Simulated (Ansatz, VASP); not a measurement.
**MnO2: VASP beside Ansatz**

INCAR

```
ALGO     = Normal         # electronic algorithm
EDIFF    = 1E-6           # SCF threshold, eV
ENCUT    = 520            # plane-wave cutoff, eV
GGA      = PE             # functional
ISIF     = 2              # what is computed and relaxed
ISMEAR   = -1             # smearing method
ISPIN    = 2              # spin polarisation
LASPH    = True           # aspherical terms in the spheres
LCHARG   = True           # write CHGCAR
LELF     = True           # ELF
LMAXMIX  = 4              # l up to which the mixer works
LORBIT   = 11             # projections on sites
LREAL    = False          # projectors in reciprocal space
LVHAR    = True         
LWAVE    = False          # write WAVECAR
MAGMOM   = -2.09 4.04 0 0 0 0 # initial moments
NBANDS   = 38             # bands
NELM     = 150            # most SCF steps
PREC     = Accurate       # precision mode
SIGMA    = 0.05           # smearing width, eV
```

File KPOINTS:

```
k-points
0
Gamma
  6 6 9
```

POSCAR

```
MnO2
1.0
    4.4004184607      0.0000000000      0.0000000000
    0.0000000000      4.4004184607      0.0000000000
    0.0000000000      0.0000000000      2.8670779400
Mn O
2 4
Direct
    0.5000000000      0.5000000000      0.5000000000
    0.0000000000      0.0000000000      0.0000000000
    0.8049161500      0.1950838500      0.5000000000
    0.6950838500      0.6950838500      0.0000000000
    0.1950838500      0.8049161500      0.5000000000
    0.3049161500      0.3049161500      0.0000000000
```

input.yaml

```yaml
crystal:
  lattice:
    - [4.4004184607, 0.0, 0.0]
    - [0.0, 4.4004184607, 0.0]
    - [0.0, 0.0, 2.86707794]
  atoms:
    - { symbol: Mn, position: [0.5, 0.5, 0.5], spin: -2.09 }
    - { symbol: Mn, position: [0.0, 0.0, 0.0], spin: 4.04 }
    - { symbol: O, position: [0.80491615, 0.19508385, 0.5] }
    - { symbol: O, position: [0.69508385, 0.69508385, 0.0] }
    - { symbol: O, position: [0.19508385, 0.80491615, 0.5] }
    - { symbol: O, position: [0.30491615, 0.30491615, 0.0] }
hamiltonian:
  xc: pbe
  pseudopotentials: { kind: paw }
magnetization:
  spin_polarized: true
kpoints:
  mp_grid: { grid: [6, 6, 9] }
scf:
  occupations: { method: fermi_dirac, width: 0.05 }
output:
  forces: true
  stress: true
  eigenvalues: true
```

Alike in both runs: task single point; functional PBE; k mesh 6 × 6 × 9; occupations fermi-dirac, width 0.05 eV; collinear spin.

|  | VASP | Ansatz |
| --- | --- | --- |
| version | VASP 6.6.1 | Ansatz 0.2.0 |
| potentials or method | VASP PAW PBE potentials, release 64 (Mn_pv, O) | Ansatz PAW |
| plane-wave cutoff (eV) | 520 | 420 |
| valence electrons in the cell | 50 | 54 |

```tsv
	VASP	Ansatz	Ansatz less VASP
gap on the k mesh at the Fermi level (eV)	none	none	-
pressure (GPa)	4.0	3.0	-0.93
traceless stress, the component that is largest in VASP (GPa)	-0.01	-0.20	-0.191
rms of the force components (eV/Å)	0.073	0.057	-0.0158
net moment per atom (μB)	0.00	0.00	0.000
size of the moment on the site where the two differ most (μB)	2.50	2.21	-0.287
```

Site moments also hang on the region over which each program counts them. Atom by atom the forces differ by 0.016 eV/Å (rms over components). A gap of «none» marks a metal or a gap that the smearing closes. With one functional, cell and mesh, what is left measures potentials, basis and numerics. VASP's potentials hold 50 valence electrons a cell and Ansatz's 54, so a difference there can come from the potentials and not from the codes.
